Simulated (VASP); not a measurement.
Input of a VASP 6.6.1 run:

Contents of INCAR:

```
  ALGO = Normal
  EDIFF = 1E-6
  EDIFFG = -0.01
  ENCUT = 600
  GGA = PE
  IBRION = 2
  ISIF = 3
  ISMEAR = 0
  LASPH = True
  LCHARG = False
  LREAL = False
  LWAVE = False
  NELM = 80
  NSW = 100
  PREC = Accurate
  SIGMA = 0.1
```

KPOINTS

```
k-points
0
Gamma
  8 8 8
```

File POSCAR:

```
KAlAs3
1.0
    5.0041911687      0.0000000000      0.0000000000
    0.0000000000      5.0041911687      0.0000000000
    0.0000000000      0.0000000000      5.0041911687
K Al As
1 1 3
Direct
    0.0000000000      0.0000000000      0.0000000000
    0.5000000000      0.5000000000      0.5000000000
    0.0000000000      0.5000000000      0.5000000000
    0.5000000000      0.0000000000      0.5000000000
    0.5000000000      0.5000000000      0.0000000000
```

Potentials or basis: VASP PAW PBE potentials, release 64 (K_sv, Al, As).

Launch:

```console
$ cat potpaw_PBE.64/K_sv/POTCAR potpaw_PBE.64/Al/POTCAR potpaw_PBE.64/As/POTCAR > POTCAR
$ mpirun -np 1 vasp_std > vasp.out
```

Task: What does it give for the relaxed cell?

Result: a = 5.025 Å, b = 5.025 Å, c = 5.025 Å, α = 90.00°, β = 90.00°, γ = 90.00°.

Task: What does it give for the relaxed volume?

Result: 25.38 Å³/atom.

Task: Predict the space group after relaxing (to 0.05 Å).

Result: Pm-3m (No. 221).

The path:
| step | energy change (eV) | largest force (eV/Å) | pressure (GPa) | volume (Å³) |
| --- | --- | --- | --- | --- |
| 1 | 0.0000 | 0.0000 | 0.55 | 125.31 |
| 2 | -0.0026 | 0.0000 | 0.00 | 126.88 |
